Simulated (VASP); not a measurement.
A run of VASP 6.6.1 is set up as follows.

Contents of INCAR:

```
SYSTEM = SnSe2
PREC = Accurate ; ENCUT = 400
EDIFF = 1E-7 ; ISMEAR = 0
SIGMA = 0.02 ; LREAL = .False.
LASPH = .True. ; ALGO = Normal
NELM = 100 ; ISIF = 2
LWAVE = .False. ; LCHARG = .False.
```

Contents of KPOINTS:

```
k-points
0
Gamma
  7 7 4
```

Contents of POSCAR:

```
SnSe2
1.0
    3.8110000000      0.0000000000      0.0000000000
   -1.9055000000      3.3004228138      0.0000000000
    0.0000000000      0.0000000000      6.1360000000
Sn Se
1 2
Direct
    0.0035600000      0.0009180000     -0.0016430000
    0.6659860000      0.3326080000      0.7535530000
    0.3372520000      0.6704450000      0.2505460000
```

Potentials or basis: VASP PAW PBE potentials, release 64 (Sn_d, Se).

Command:

```bash
$ cat potpaw_PBE.64/Sn_d/POTCAR potpaw_PBE.64/Se/POTCAR > POTCAR
$ mpirun -np 1 vasp_std > vasp.out
```

(1) Estimate the band gap on the k mesh.

(2) Estimate the largest force.

(3) What does it give for the pressure?

Results:

(1) 0.80 eV (least direct gap 1.09 eV).

(2) 1.029 eV/Å.

(3) 5.7 GPa.

Caveat: the cell differs from its parent crystal (atoms moved at random); the cell stands under pressure; spin-orbit coupling is left out, which moves the levels of the heavy elements; an odd mesh through Γ misses points on the zone boundary, where band edges can lie.
